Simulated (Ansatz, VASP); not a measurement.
# Two plane-wave programs on LaWI

```
CELL_PARAMETERS angstrom
3.68565 0.00000 0.00000
0.00000 3.78353 0.00000
0.00000 0.00000 14.04306
ATOMIC_POSITIONS crystal
La 0.50000 0.00000 0.69246
La 0.00000 0.50000 0.30754
W 0.50000 0.00000 0.48185
W 0.00000 0.50000 0.51815
I 0.00000 0.00000 0.13145
I 0.50000 0.50000 0.86855
```

Change from the starting cell: species swapped into the ErAsSe type (Pmmn, No. 59).

Alike in both runs: functional PBE; k mesh 4 × 4 × 2; occupations gaussian, width 0.1 eV; no spin polarisation.

Ansatz relaxed the structure, and its values are those at the end. VASP's run is a single point on that final structure, the one shown.

|  | VASP | Ansatz |
| --- | --- | --- |
| version | VASP 6.6.1 | Ansatz 0.2.0 |
| potentials or method | VASP PAW PBE potentials, release 64 (La, W_sv, I), cutoff 520 eV | scalar-relativistic, plane waves, PAW |
| valence electrons in the cell | 64 | 84 |

|  | VASP | Ansatz | Ansatz less VASP |
| --- | --- | --- | --- |
| gap on the k mesh at the Fermi level (eV) | none | none | - |
| pressure (GPa) | 0.1 | 0.1 | -0.03 |
| rms of the force components (eV/Å) | 0.015 | 0.003 | -0.0122 |

A gap of «none» marks a metal or a gap that the smearing closes. The functional is the same, so the differences come from potentials, cutoffs and numerics. VASP's potentials hold 64 valence electrons a cell and Ansatz's 84, so a difference there can come from the potentials and not from the codes.

The k mesh is coarse, so the values compare programs but aren't converged. Neither program's run includes spin-orbit coupling.
